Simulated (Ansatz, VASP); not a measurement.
**One calculation of Rh, two programs**

The input INCAR:

```
SYSTEM = Rh
ALGO = Normal ; EDIFF = 1E-7
ENCUT = 520 ; GGA = PE
ISIF = 2 ; ISMEAR = -1
LASPH = .TRUE. ; LCHARG = .FALSE.
LREAL = .FALSE. ; LWAVE = .FALSE.
NBANDS = 14 ; NELM = 100
PREC = Accurate ; SIGMA = 0.03
```

KPOINTS

```
k-points
0
G
  6 6 6
  0 0 0
```

The input POSCAR:

```
Rh
1.0
    0.0000000000      1.8978500000      1.8978500000
    1.8978500000      0.0000000000      1.8978500000
    1.8978500000      1.8978500000      0.0000000000
Rh
1
Direct
    0.0000000000      0.0000000000      0.0000000000
```

Contents of input.yaml:

```yaml
crystal:
  lattice:
    - [0.0, 1.89785, 1.89785]
    - [1.89785, 0.0, 1.89785]
    - [1.89785, 1.89785, 0.0]
  atoms:
    - { symbol: Rh, position: [0.0, 0.0, 0.0] }
kpoints:
  mp_grid: { grid: [6, 6, 6] }
scf:
  occupations: { method: fermi_dirac, width: 0.03 }
hamiltonian:
  xc: pbe
  pseudopotentials: { kind: all_electron, lapw: { basis_error: 0.004 } }
output:
  forces: true
  stress: true
  eigenvalues: true
```

Alike in both runs: task single point; functional PBE; k mesh 6 × 6 × 6; occupations fermi-dirac, width 0.03 eV; no spin polarisation.

|  | VASP | Ansatz |
| --- | --- | --- |
| version | VASP 6.6.1 | Ansatz 0.2.0 |
| potentials or method | VASP PAW PBE potentials, release 64 (Rh_pv), cutoff 520 eV | all-electron LAPW, scalar-relativistic |

|  | VASP | Ansatz | Ansatz less VASP |
| --- | --- | --- | --- |
| gap on the k mesh at the Fermi level (eV) | none | none | - |
| pressure (GPa) | 9.0 | 8.9 | -0.09 |

A gap of «none» marks a metal or a gap that the smearing closes. Ansatz ran all-electron here, and VASP with PAW potentials.

The k mesh is coarse, so the values compare programs but aren't converged. Noted on Ansatz's run: the k mesh is thin for a metal, which can move the energy by tens of meV per atom.
